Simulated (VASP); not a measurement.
Here is a VASP 6.6.1 calculation.

File INCAR:

```
SYSTEM = SrO
ALGO     = Normal         ! electronic algorithm
EDIFF    = 1E-6           ! SCF threshold, eV
EDIFFG   = -0.005         ! ionic threshold
ENCUT    = 600            ! plane-wave cutoff, eV
GGA      = PE             ! functional
IBRION   = 2              ! ionic algorithm
ISIF     = 3              ! what is computed and relaxed
ISMEAR   = 0              ! smearing method
LASPH    = .TRUE.         ! aspherical terms in the spheres
LCHARG   = .FALSE.        ! write CHGCAR
LREAL    = .FALSE.        ! projectors in reciprocal space
LWAVE    = .FALSE.        ! write WAVECAR
NELM     = 100            ! most SCF steps
NSW      = 100            ! ionic steps
PREC     = Accurate       ! precision mode
SIGMA    = 0.02           ! smearing width, eV
```

KPOINTS

```
k-points
0
G
  8 8 8
  0 0 0
```

The input POSCAR:

```
SrO
1.0
    0.0000000000      2.5837846888      2.5837846888
    2.5837846888      0.0000000000      2.5837846888
    2.5837846888      2.5837846888      0.0000000000
Sr O
1 1
Direct
    0.5000000000      0.5000000000      0.5000000000
    0.0000000000      0.0000000000      0.0000000000
```

Potentials or basis: VASP PAW PBE potentials, release 64 (Sr_sv, O).

Run with:

```bash
$ cat potpaw_PBE.64/Sr_sv/POTCAR potpaw_PBE.64/O/POTCAR > POTCAR
$ mpirun -np 1 vasp_std > vasp.out
```

(1) Predict the band gap on the k mesh.

(2) What does it give for the relaxed volume?

(3) Predict the relaxed cell.

(4) Estimate the space group after relaxing (to 0.05 Å).

Answers

(1) 3.28 eV, indirect (least direct gap 3.39 eV).

(2) 17.61 Å³/atom.

(3) a = 3.680 Å, b = 3.680 Å, c = 3.680 Å, α = 60.00°, β = 60.00°, γ = 60.00°.

(4) Fm-3m (No. 225).
